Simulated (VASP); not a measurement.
# Mo (Im-3m) in VASP: single point with PBE

Aim: the single point of Mo with PBE.

Program: VASP 6.6.1. These are calculated values, not measurements. Logs are shortened: lines on timing, memory, paths and dates and some standing lists are left out, and cuts for length are marked.

## (1) The cell of the first run

Symmetry: Im-3m, No. 229, cubic system. The conventional cell has a = 3.136 Å, b = 3.136 Å, c = 3.136 Å, α = 90.00°, β = 90.00°, γ = 90.00°. Mo (site symmetry m-3m) has 14 Mo at 2.72 to 3.14 Å within 3.6 Å.

## (2) Single point, PBE

Input file INCAR:

```
PREC = Accurate ; ENCUT = 500
EDIFF = 1E-6 ; ISMEAR = -1
SIGMA = 0.1 ; LREAL = False
LASPH = True ; NELM = 120
ALGO = Normal ; ISIF = 2
LWAVE = False ; LCHARG = False
GGA = PE ; NBANDS = 13
GGA_COMPAT = False
```

Input file KPOINTS:

```
regular mesh
0
Gamma
  15 15 15
```

Input file POSCAR:

```
Mo
1.0
   -1.5681490000      1.5681490000      1.5681490000
    1.5681490000     -1.5681490000      1.5681490000
    1.5681490000      1.5681490000     -1.5681490000
Mo
1
Direct
    0.0000000000      0.0000000000      0.0000000000
```

Potentials or basis: VASP PAW PBE potentials, release 64 (Mo_sv).

Launch:

```bash
$ cat potpaw_PBE.64/Mo_sv/POTCAR > POTCAR
$ mpirun -np 1 vasp_std > vasp.out
```

OUTCAR:

```text
PREC = Accurate
   ENCUT = 500
   EDIFF = 1E-6
   ISMEAR = -1
   LREAL = False
   LASPH = True
   NELM = 120
   ISIF = 2
   GGA = PE

 ion  position               nearest neighbor table
   1  0.000  0.000  0.000-

  LATTYP: Found a body centered cubic cell.
 ALAT       =     3.1362980000

  Lattice vectors:

 A1 = (  -1.5681490000,   1.5681490000,   1.5681490000)
 A2 = (   1.5681490000,  -1.5681490000,   1.5681490000)
 A3 = (   1.5681490000,   1.5681490000,  -1.5681490000)

Analysis of symmetry for initial positions (statically):
=====================================================================
 Subroutine PRICEL returns:
 Original cell was already a primitive cell.

 Routine SETGRP: Setting up the symmetry group for a
 body centered cubic supercell.

 Subroutine GETGRP returns: Found 48 space group operations
 (whereof 48 operations were pure point group operations)
 out of a pool of 48 trial point group operations.

The static configuration has the point symmetry O_h .

Analysis of symmetry for dynamics (positions and initial velocities):
=====================================================================
 Subroutine PRICEL returns:
 Original cell was already a primitive cell.

 Routine SETGRP: Setting up the symmetry group for a
 body centered cubic supercell.

 Subroutine GETGRP returns: Found 48 space group operations
 (whereof 48 operations were pure point group operations)
 out of a pool of 48 trial point group operations.

The dynamic configuration has the point symmetry O_h .

 Subroutine INISYM returns: Found 48 space group operations
 (whereof 48 operations are pure point group operations),
 and found     1 'primitive' translations

----------------------------------------------------------------------------------------

                                     Primitive cell

  volume of cell :      15.4249

  direct lattice vectors                    reciprocal lattice vectors
    -1.568149000  1.568149000  1.568149000     0.000000000  0.318847252  0.318847252
     1.568149000 -1.568149000  1.568149000     0.318847252  0.000000000  0.318847252
     1.568149000  1.568149000 -1.568149000     0.318847252  0.318847252  0.000000000

  length of vectors
     2.716113742  2.716113742  2.716113742     0.450918109  0.450918109  0.450918109

  position of ions in fractional coordinates (direct lattice)
     0.000000000  0.000000000  0.000000000

  ion indices of the primitive-cell ions
   primitive index   ion index
                 1           1

----------------------------------------------------------------------------------------

 KPOINTS: regular mesh

Automatic generation of k-mesh.
 Grid dimensions read from file:
 generate k-points for:   15   15   15

 Generating k-lattice:

  Cartesian coordinates                     Fractional coordinates (reciprocal lattice)
     0.000000000  0.021256483  0.021256483     0.066666667  0.000000000  0.000000000
     0.021256483  0.000000000  0.021256483     0.000000000  0.066666667  0.000000000
     0.021256483  0.021256483  0.000000000     0.000000000  0.000000000  0.066666667

  Length of vectors
     0.030061207  0.030061207  0.030061207

  Shift w.r.t. Gamma in fractional coordinates (k-lattice)
     0.000000000  0.000000000  0.000000000

 Subroutine IBZKPT returns following result:
 ===========================================

 Found    120 irreducible k-points:

 Following reciprocal coordinates:
            Coordinates               Weight
  0.000000  0.000000  0.000000      1.000000
  0.066667  0.000000  0.000000     12.000000
  0.133333  0.000000  0.000000     12.000000
  0.200000  0.000000  0.000000     12.000000
  0.266667  0.000000  0.000000     12.000000
  0.333333  0.000000  0.000000     12.000000
[... 16 lines left out ...]
  0.333333  0.200000  0.000000     48.000000
  0.400000  0.200000  0.000000     24.000000
 [... further k-points ...]
   k-points           NKPTS =    120   k-points in BZ     NKDIM =    120   number of bands    NBANDS=     13
   number of dos      NEDOS =    301   number of ions     NIONS =      1
   total plane-waves  NPLWV =   8000
   dimension x,y,z NGX =    20 NGY =   20 NGZ =   20
   dimension x,y,z NGXF=    40 NGYF=   40 NGZF=   40
   ions per type =               1
   NGX,Y,Z   is equivalent  to a cutoff of  12.24, 12.24, 12.24 a.u.
   NGXF,Y,Z  is equivalent  to a cutoff of  24.48, 24.48, 24.48 a.u.
 SYSTEM =  unknown system
   PREC   = accura    normal or accurate (medium, high low for compatibility)
   ISTART =      0    job   : 0-new  1-cont  2-samecut
   ICHARG =      2    charge: 1-file 2-atom 10-const
   ISPIN  =      1    spin polarized calculation?
   LNONCOLLINEAR =      F non collinear calculations
   LSORBIT =      F    spin-orbit coupling
   LASPH  =      T    aspherical Exc in radial PAW
   ENCUT  =  500.0 eV  36.75 Ry    6.06 a.u.   4.95  4.95  4.95*2*pi/ulx,y,z
   NELM   =    120;   NELMIN=  2; NELMDL= -5     # of ELM steps
   EDIFF  = 0.1E-05   stopping-criterion for ELM
   LREAL  =      F    real-space projection
   EDIFFG = 0.1E-04   stopping-criterion for IOM
   NSW    =      0    number of steps for IOM
   IBRION =     -1    ionic relax: 0-MD 1-quasi-New 2-CG
   NFREE  =      0    steps in history (QN), initial steepest desc. (CG)
   ISIF   =      2    stress and relaxation
   ISYM   =      2    0-nonsym 1-usesym 2-fastsym
   POTIM  = 0.5000    time-step for ionic-motion
   TEBEG  =    0.0;   TEEND  =   0.0 temperature during run
   PSTRESS=    0.0 pullay stress
   NELECT =      14.0000    total number of electrons
   NUPDOWN=      -1.0000    fix difference up-down
   EMIN   =  10.00;   EMAX   =-10.00  energy-range for DOS
   EFERMI =   0.00;   METHOD = LEGACY
   ISMEAR =    -1;   SIGMA  =   0.10  broadening in eV -4-tet -1-fermi 0-gaus
   EFERMI_NEDOS =   21; number of points for ismear=-14 and -15
   IALGO  =     38    algorithm
   IMIX   =      4    mixing-type and parameters
     AMIX     =   0.40;   BMIX     =  1.00
     AMIX_MAG =   1.60;   BMIX_MAG =  1.00
  volume/ion in A,a.u.               =      15.42       104.09
  Fermi-wavevector in a.u.,A,eV,Ry     =   1.585052  2.995314 34.183140  2.512390
  Thomas-Fermi vector in A             =   2.684576
   LORBIT       =      0    0 simple, 1 ext, 2 COOP (PROOUT), +10 PAW based schemes
   GGA     = PE    functional components
   LHFCALC =     F    Hartree Fock is set to
   AEXX    =    0.0000 exact exchange contribution
   IVDW    =     0    specifies the selected vdW correction
   LEPSILON=     F    determine dielectric tensor
   LRPA    =     F    only Hartree local field effects (RPA)
 non-spin polarized calculation
  energy-cutoff  :      500.00
  volume of cell :       15.42
 maximum number of plane-waves:       402
   NGX =  9   NGY =  9   NGZ =  9

 number of electron      13.9999999 magnetization

 Free energy of the ion-electron system (eV)
  ---------------------------------------------------
  ext. energy  EPLUGINS =         0.00000000
  ---------------------------------------------------
  free energy    TOTEN  =       -10.93493290 eV

  energy without entropy =      -10.91271830  energy(sigma->0) =      -10.92382560

 E-fermi :  12.7712     XC(G=0): -13.4660

 val. band max:       12.7705078087   @ k =   0.0667   0.0667   0.0667
 cond. band min:      12.8069817341   @ k =  -0.3333   0.3333   0.2000
 fundamental gap:      0.0364739255
 Fermi energy:        12.7711587899

 k-point     1 :       0.0000    0.0000    0.0000
  band No.  band energies     occupation
      1     -48.4742      2.00000
      2     -21.7090      2.00000
      3     -21.7090      2.00000
      4     -21.7090      2.00000
      5       5.5299      2.00000
      6      11.4193      2.00000
      7      11.4193      2.00000
      8      11.4193      2.00000
      9      14.4947      0.00000
     10      14.4947      0.00000
     11      27.6611      0.00000
     12      27.6611      0.00000
     13      27.6611      0.00000

 k-point     2 :       0.0667    0.0000    0.0000
  band No.  band energies     occupation
      1     -48.4624      2.00000
      2     -21.7768      2.00000
      3     -21.7299      2.00000
      4     -21.7096      2.00000
      5       5.7295      2.00000
      6      11.3061      2.00000
      7      11.4000      2.00000
      8      11.6071      1.99998
      9      14.3285      0.00000
     10      14.4975      0.00000
     11      27.8113      0.00000
     12      27.9980      0.00000
     13      28.0598      0.00000

 k-point     3 :       0.1333    0.0000    0.0000
  band No.  band energies     occupation
      1     -48.4289      2.00000
      2     -21.9656      2.00000
      3     -21.7883      2.00000
      4     -21.7111      2.00000
      5       6.2838      2.00000
      6      11.0017      2.00000
      7      11.3102      2.00000
      8      12.1594      1.99560
      9      14.0143      0.00001
     10      14.5167      0.00000
     11      28.1258      0.00000
     12      28.9626      0.00000
     13      28.9687      0.00000
[... 305 lines left out ...]
 k-point    23 :       0.3333    0.2000    0.0000
  band No.  band energies     occupation
      1     -48.1830      2.00000
      2     -22.9702      2.00000
      3     -22.3477      2.00000
      4     -21.8565      2.00000
      5       8.4857      2.00000
      6       9.7048      2.00000
      7      11.6412      1.99998
      8      14.3076      0.00000
      9      15.4670      0.00000
     10      19.7151      0.00000
     11      24.3343      0.00000
     12      26.2085      0.00000
     13      29.4320      0.00000

 k-point    24 :       0.4000    0.2000    0.0000
  band No.  band energies     occupation
      1     -48.1730      2.00000
      2     -22.9943      2.00000
      3     -22.3872      2.00000
      4     -21.8594      2.00000
      5       8.4190      2.00000
      6       9.6816      2.00000
      7      11.8441      1.99981
      8      14.3953      0.00000
      9      15.5909      0.00000
     10      20.4170      0.00000
     11      23.6731      0.00000
     12      25.7736      0.00000
     13      29.2484      0.00000

 [... further k-points ...]
[... 5 lines left out ...]
  --------------------------------------------------------------------------------------
  -------------------------------------------------------------------------------------
  Total        0.6922854      0.6922854      0.6922854     -0.0000000     -0.0000000      0.0000000
  in kB       71.9074379     71.9074379     71.9074379     -0.0000000     -0.0000000      0.0000000
  external PRESSURE =      71.9074379 kB  Pullay stress =       0.0000000 kB

 VOLUME and BASIS-vectors are now :
 -----------------------------------------------------------------------------
  energy-cutoff  :      500.00
  volume of cell :       15.42
      direct lattice vectors                 reciprocal lattice vectors
    -1.568149000  1.568149000  1.568149000     0.000000000  0.318847252  0.318847252
     1.568149000 -1.568149000  1.568149000     0.318847252  0.000000000  0.318847252
     1.568149000  1.568149000 -1.568149000     0.318847252  0.318847252  0.000000000

 POSITION                                       TOTAL-FORCE (eV/Angst)
 -----------------------------------------------------------------------------------
      0.00000      0.00000      0.00000         0.000000      0.000000      0.000000
 -----------------------------------------------------------------------------------
    total drift:                                0.000000      0.000000      0.000000

  FREE ENERGIE OF THE ION-ELECTRON SYSTEM (eV)
  ---------------------------------------------------
  free  energy   TOTEN  =       -10.9349328950 eV

  energy  without entropy=      -10.9127183040  energy(sigma->0) =      -10.92382560
```

Run time: 7 s. Hardware: 1 thread of Intel Xeon 6975P-C (Granite Rapids), shared host; peak memory 0.13 GiB.

Results:

```yaml
Free_energy: -10.9349 eV
Pressure: 7.2 GPa
Band_gap_on_the_k_mesh: zero (bands 7 and 8 overlap by 5.15 eV)
```

Caveat: the cell stands under pressure.
